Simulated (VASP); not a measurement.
Write the native input for VASP 6.6.1 that does the following.

```yaml
Task: single point
Functional: PBE
Potentials_or_basis: VASP PAW PBE potentials, release 64 (Si, Ni)
Cutoff: 520 eV
k_mesh: 14 × 14 × 14
Occupations: gaussian, width 0.15 eV
Spin: collinear spin, ferromagnetic start
Starting_moments: "[0.0, 0.0, 1.0] μB"
Fixed_moment: 1 μB
Dipole_correction: no
Further_INCAR_settings: ALGO = Normal; EDIFF = 1e-07; NBANDS = 20
```

The structure of Si2Ni lies in POSCAR:

```
Si2Ni
1.0
    0.0000000000      2.8776321201      2.8776321201
    2.8776321201      0.0000000000      2.8776321201
    2.8776321201      2.8776321201      0.0000000000
Si Ni
2 1
Direct
    0.2500000000      0.2500000000      0.2500000000
    0.7500000000      0.7500000000      0.7500000000
    0.0000000000      0.0000000000      0.0000000000
```

These files were run (other wordings do the same):

INCAR

```
SYSTEM = Si2Ni
PREC = Accurate
ENCUT = 520
EDIFF = 1E-7
ISMEAR = 0
SIGMA = 0.15
LREAL = .False.
LASPH = .True.
NELM = 150
ALGO = Normal
ISIF = 2
LWAVE = .False.
LCHARG = .False.
ISPIN = 2
MAGMOM = 0 0 1
LORBIT = 11
NUPDOWN = 1.0
LMAXMIX = 4
GGA = PE
NBANDS = 20
```

KPOINTS

```
regular mesh
0
Gamma
  14 14 14
  0 0 0
```

Potentials or basis: VASP PAW PBE potentials, release 64 (Si, Ni).

Launch:

```bash
$ cat potpaw_PBE.64/Si/POTCAR potpaw_PBE.64/Ni/POTCAR > POTCAR
$ mpirun -np 1 vasp_std > vasp.out
```

Results of the run:

* Pressure: -13.7 GPa
* Net moment: 1.00 μB per cell
* Site moments: Si +0.12; Ni +0.46 μB
* Valence electrons inside the program's atomic spheres: Si 1.51; Ni 9.38

Caveat: the cell stands under tension; the total moment is fixed, so each spin has its own Fermi level and the state may be an excited one.

Wall time 3.8 min on 1 thread of Intel Xeon 8259CL, on a shared host, peak memory 0.29 GiB.
